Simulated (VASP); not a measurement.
# ScCdF3 (P6/mmm) in VASP: further runs

Runs on ScCdF3. Level: PBE. Tasks: single point, relaxation of cell and atoms.

Everything below comes from runs of VASP 6.6.1. Logs are shortened: lines on timing, memory, paths and dates and some standing lists are left out, and cuts for length are marked.

## Step 1: The cell of the first run

The structure is hexagonal, space group P6/mmm (No. 191). Conventional cell: a = 4.418 Å, b = 4.418 Å, c = 6.521 Å, α = 90.00°, β = 90.00°, γ = 120.00°. Within 2.9 Å of Sc (site symmetry 6/mmm) lie 6 F at 2.21 Å. Within 4.5 Å of Cd (site symmetry 6/mmm) lie 2 Sc at 3.26 Å and 12 F at 3.94 Å and 6 Cd at 4.42 Å. F (site symmetry mmm) has 2 Sc at 2.21 Å and 4 F at 2.21 Å within 2.9 Å.

The cell was built from a structure type or drawn by symmetry, and may not be a known phase.

## Step 2: Single point, PBE

The input, INCAR:

```
SYSTEM = ScCdF3
PREC = Accurate
ENCUT = 520
EDIFF = 1E-6
ISMEAR = 0
SIGMA = 0.1
LREAL = .False.
LASPH = .True.
NELM = 100
ALGO = Normal
ISIF = 2
LWAVE = .False.
LCHARG = .True.
GGA = PE
LELF = .True.
LVHAR = .True.
NBANDS = 30
```

The input, KPOINTS:

```
Automatic mesh
0
Gamma
  6 6 2
  0 0 0
```

The input, POSCAR:

```
ScCdF3
1.0
    4.4182566446      0.0000000000      0.0000000000
   -2.2091283223      3.8263224947      0.0000000000
    0.0000000000      0.0000000000      6.5212714201
Sc Cd F
1 1 3
Direct
    0.0000000000      0.0000000000      0.0000000000
    0.0000000000      0.0000000000      0.5000000000
    0.5000000000      0.0000000000      0.0000000000
    0.0000000000      0.5000000000      0.0000000000
    0.5000000000      0.5000000000      0.0000000000
```

Potentials or basis: VASP PAW PBE potentials, release 64 (Sc_sv, Cd, F).

Launch:

```console
$ cat potpaw_PBE.64/Sc_sv/POTCAR potpaw_PBE.64/Cd/POTCAR potpaw_PBE.64/F/POTCAR > POTCAR
$ mpirun -np 1 vasp_std > vasp.out
```

OUTCAR:

```text
SYSTEM = ScCdF3
   PREC = Accurate
   ENCUT = 520
   EDIFF = 1E-6
   ISMEAR = 0
   LREAL = .False.
   LASPH = .True.
   NELM = 100
   ISIF = 2
   GGA = PE

 ion  position               nearest neighbor table
   1  0.000  0.000  0.000-   3 2.21   3 2.21   5 2.21   4 2.21   4 2.21   5 2.21   2 3.26   2 3.26

   2  0.000  0.000  0.500-   1 3.26   1 3.26
   3  0.500  0.000  0.000-   1 2.21   1 2.21
   4  0.000  0.500  0.000-   1 2.21   1 2.21
   5  0.500  0.500  0.000-   1 2.21   1 2.21

  LATTYP: Found a hexagonal cell.
 ALAT       =     4.4182566446
 C/A-ratio  =     1.4759829373

  Lattice vectors:

 A1 = (   4.4182566446,   0.0000000000,   0.0000000000)
 A2 = (  -2.2091283223,   3.8263224947,   0.0000000000)
 A3 = (   0.0000000000,   0.0000000000,   6.5212714201)

Analysis of symmetry for initial positions (statically):
=====================================================================
 Subroutine PRICEL returns:
 Original cell was already a primitive cell.

 Routine SETGRP: Setting up the symmetry group for a
 hexagonal supercell.

 Subroutine GETGRP returns: Found 24 space group operations
 (whereof 24 operations were pure point group operations)
 out of a pool of 24 trial point group operations.

The static configuration has the point symmetry D_6h.

Analysis of symmetry for dynamics (positions and initial velocities):
=====================================================================
 Subroutine PRICEL returns:
 Original cell was already a primitive cell.

 Routine SETGRP: Setting up the symmetry group for a
 hexagonal supercell.

 Subroutine GETGRP returns: Found 24 space group operations
 (whereof 24 operations were pure point group operations)
 out of a pool of 24 trial point group operations.

The dynamic configuration has the point symmetry D_6h.

 Subroutine INISYM returns: Found 24 space group operations
 (whereof 24 operations are pure point group operations),
 and found     1 'primitive' translations

----------------------------------------------------------------------------------------

                                     Primitive cell

  volume of cell :     110.2465

  direct lattice vectors                    reciprocal lattice vectors
     4.418256645  0.000000000  0.000000000     0.226333615  0.130673774  0.000000000
    -2.209128322  3.826322495  0.000000000     0.000000000  0.261347548  0.000000000
[... 80 lines left out ...]
   EDIFF  = 0.1E-05   stopping-criterion for ELM
   LREAL  =      F    real-space projection
   EDIFFG = 0.1E-04   stopping-criterion for IOM
   NSW    =      0    number of steps for IOM
   IBRION =     -1    ionic relax: 0-MD 1-quasi-New 2-CG
   NFREE  =      0    steps in history (QN), initial steepest desc. (CG)
   ISIF   =      2    stress and relaxation
   ISYM   =      2    0-nonsym 1-usesym 2-fastsym
   POTIM  = 0.5000    time-step for ionic-motion
   TEBEG  =    0.0;   TEEND  =   0.0 temperature during run
   PSTRESS=    0.0 pullay stress
   NELECT =      44.0000    total number of electrons
   NUPDOWN=      -1.0000    fix difference up-down
   EMIN   =  10.00;   EMAX   =-10.00  energy-range for DOS
   EFERMI =   0.00;   METHOD = LEGACY
   ISMEAR =     0;   SIGMA  =   0.10  broadening in eV -4-tet -1-fermi 0-gaus
   EFERMI_NEDOS =   21; number of points for ismear=-14 and -15
   IALGO  =     38    algorithm
   IMIX   =      4    mixing-type and parameters
     AMIX     =   0.40;   BMIX     =  1.00
     AMIX_MAG =   1.60;   BMIX_MAG =  1.00
  volume/ion in A,a.u.               =      22.05       148.80
  Fermi-wavevector in a.u.,A,eV,Ry     =   1.205325  2.277734 19.766654  1.452808
  Thomas-Fermi vector in A             =   2.341025
   LORBIT       =      0    0 simple, 1 ext, 2 COOP (PROOUT), +10 PAW based schemes
   GGA     = PE    functional components
   LHFCALC =     F    Hartree Fock is set to
   AEXX    =    0.0000 exact exchange contribution
   IVDW    =     0    specifies the selected vdW correction
   LEPSILON=     F    determine dielectric tensor
   LRPA    =     F    only Hartree local field effects (RPA)
 non-spin polarized calculation
 Gauss-broadening in eV      SIGMA  =   0.10
  energy-cutoff  :      520.00
  volume of cell :      110.25
 maximum number of plane-waves:      2995
 NGX is ok and might be reduce to    36
   NGX = 17   NGY = 17   NGZ = 25

 number of electron      44.0000011 magnetization

 Free energy of the ion-electron system (eV)
  ---------------------------------------------------
  ext. energy  EPLUGINS =         0.00000000
  ---------------------------------------------------
  free energy    TOTEN  =       -22.38813003 eV

  energy without entropy =      -22.37213729  energy(sigma->0) =      -22.38013366

 E-fermi :  -0.1645     XC(G=0):  -7.9442

 val. band max:       -0.1958794910   @ k =   0.1667  -0.0000   0.5000
 cond. band min:      -0.1488204765   @ k =   0.0000   0.0000   0.0000
 fundamental gap:      0.0470590145
 Fermi energy:        -0.1644655146

 k-point     1 :       0.0000    0.0000    0.0000
  band No.  band energies     occupation
      1     -50.6007      2.00000
      2     -29.4191      2.00000
      3     -28.9926      2.00000
      4     -28.9926      2.00000
      5     -22.8649      2.00000
      6     -21.1782      2.00000
[... 451 lines left out ...]
     29       4.1999      0.00000
     30       5.3738      0.00000

------------------------ aborting loop because EDIFF is reached ----------------------------------------

  FORCE on cell =-STRESS in cart. coord.  units (eV):
  Direction    XX          YY          ZZ          XY          YZ          ZX
  --------------------------------------------------------------------------------------
  -------------------------------------------------------------------------------------
  Total        0.3062373      0.3062373     -0.0071500      0.0000000     -0.0000000      0.0000000
  in kB        4.4504499      4.4504499     -0.1039092      0.0000000     -0.0000000      0.0000000
  external PRESSURE =       2.9323302 kB  Pullay stress =       0.0000000 kB

 VOLUME and BASIS-vectors are now :
 -----------------------------------------------------------------------------
  energy-cutoff  :      520.00
  volume of cell :      110.25
      direct lattice vectors                 reciprocal lattice vectors
     4.418256645  0.000000000  0.000000000     0.226333615  0.130673774  0.000000000
    -2.209128322  3.826322495  0.000000000     0.000000000  0.261347548  0.000000000
     0.000000000  0.000000000  6.521271420     0.000000000  0.000000000  0.153344331

 POSITION                                       TOTAL-FORCE (eV/Angst)
 -----------------------------------------------------------------------------------
      0.00000      0.00000      0.00000        -0.000000      0.000000      0.000000
      0.00000      0.00000      3.26064        -0.000000      0.000000      0.000000
      2.20913      0.00000      0.00000         0.000000      0.000000      0.000000
     -1.10456      1.91316      0.00000        -0.000000      0.000000      0.000000
      1.10456      1.91316      0.00000        -0.000000      0.000000      0.000000
 -----------------------------------------------------------------------------------
    total drift:                                0.000000      0.000000     -0.000000

  FREE ENERGIE OF THE ION-ELECTRON SYSTEM (eV)
  ---------------------------------------------------
  free  energy   TOTEN  =       -22.3881300259 eV

  energy  without entropy=      -22.3721372891  energy(sigma->0) =      -22.38013366
```

OSZICAR:

```text
N       E                     dE             d eps       ncg     rms          rms(c)
DAV:   1     0.554680456978E+03    0.55468E+03   -0.20829E+04   840   0.143E+03
DAV:   2     0.524938239465E+02   -0.50219E+03   -0.48290E+03   934   0.435E+02
DAV:   3    -0.269300274778E+02   -0.79424E+02   -0.74309E+02  1166   0.165E+02
[... 14 lines left out ...]
DAV:  18    -0.223886692303E+02    0.67801E-03   -0.18395E-04  1238   0.154E-01    0.196E-01
DAV:  19    -0.223881233076E+02    0.54592E-03   -0.60937E-04  1158   0.255E-01    0.149E-02
DAV:  20    -0.223881291999E+02   -0.58923E-05   -0.46588E-05  1180   0.513E-02    0.126E-02
DAV:  21    -0.223881296999E+02   -0.50001E-06   -0.16038E-05  1052   0.217E-02    0.859E-03
DAV:  22    -0.223881300259E+02   -0.32596E-06   -0.56377E-06   976   0.159E-02
   1 F= -.22388130E+02 E0= -.22380134E+02  d E =-.159927E-01
```

It took 84 s on 1 thread of Intel Xeon 8259CL, shared host; peak memory 0.26 GiB.

What came out:

```yaml
Free_energy: -22.3881 eV
Pressure: 0.3 GPa
Band_gap_on_the_k_mesh: zero (bands 22 and 23 overlap by 0.05 eV)
```

Stress tensor (GPa, compression positive):
```
 0.45  0.00  0.00
 0.00  0.45  0.00
 0.00  0.00 -0.01
```

Caveat: the k points lie up to 0.48 Å⁻¹ apart.

## Step 3: Relaxation of cell and atoms, PBE

This run uses another cell than the first one, of 15.08 Å³/atom.

The input, INCAR:

```
PREC = Accurate ; ENCUT = 600
EDIFF = 1E-6 ; ISMEAR = 0
SIGMA = 0.1 ; LREAL = False
LASPH = True ; NELM = 80
ALGO = Normal ; ISIF = 3
LWAVE = False ; LCHARG = False
GGA = PE ; IBRION = 2
NSW = 90 ; EDIFFG = -0.04
```

The input, KPOINTS:

```
Automatic mesh
0
Gamma
  6 6 2
```

POSCAR, as its differences from that of step 2:

```diff
@@ -2,5 +2,5 @@
 1.0
-    4.4182566446      0.0000000000      0.0000000000
-   -2.2091283223      3.8263224947      0.0000000000
-    0.0000000000      0.0000000000      6.5212714201
+    3.3245179600      0.0000000000      0.0000000000
+   -1.6622589800      2.8791170100      0.0000000000
+    0.0000000000      0.0000000000      7.8753943600
 Sc Cd F
```

Potentials or basis: VASP PAW PBE potentials, release 64 (Sc_sv, Cd, F).

Launch:

```console
$ cat potpaw_PBE.64/Sc_sv/POTCAR potpaw_PBE.64/Cd/POTCAR potpaw_PBE.64/F/POTCAR > POTCAR
$ mpirun -np 1 vasp_std > vasp.out
```

Run time: 17 min. Hardware: 1 thread of Intel Xeon 8259CL, shared host; peak memory 0.25 GiB.

The run converged. Its results:

```
Free energy                           : -21.7787 eV
Relaxed volume                        : 20.62 Å³/atom
Relaxed cell                          : a = 4.297 Å, b = 4.297 Å, c = 6.446 Å, α = 90.00°, β = 90.00°, γ = 120.00°
Space group after relaxing (to 0.1 Å) : P6/mmm (No. 191)
Pressure after relaxing               : 0.2 GPa
Band gap on the k mesh                : zero (bands 22 and 23 overlap by 0.08 eV)
```

Stress tensor (GPa, compression positive):
```
0.18 0.00 0.00
0.00 0.18 0.00
0.00 0.00 0.28
```

Final structure:
```xyz
5
Lattice="4.2969 0.0000 0.0000 -2.1485 3.7212 0.0000 0.0000 0.0000 6.4464" Properties=species:S:1:pos:R:3 pbc="T T T"
Sc    0.0000    0.0000    0.0000
Cd    0.0000    0.0000    3.2232
F     2.1485    0.0000    0.0000
F    -1.0742    1.8606    6.4464
F     1.0742    1.8606    6.4464
```

Levels at points of the mesh, in eV from the Fermi level:
| k point | band 20 | band 21 | band 22 | band 23 | band 24 | band 25 |
| --- | --- | --- | --- | --- | --- | --- |
| (0.00, 0.00, 0.00) | -1.92 | 0.04 | 0.04 | 1.98 | 1.98 | 2.16 |
| (0.50, 0.00, 0.00) | -2.55 | -2.17 | -0.23 | 1.09 | 2.38 | 2.80 |
| (0.00, 0.00, 0.50) | -1.93 | -0.23 | 0.03 | 0.03 | 1.89 | 1.89 |
| (0.50, 0.00, 0.50) | -2.54 | -1.61 | -0.22 | 0.37 | 1.33 | 2.27 |

Caveat: the k points lie up to 0.49 Å⁻¹ apart in the final cell; the volume moved by over 15 % at a fixed basis, so the end points are rough.
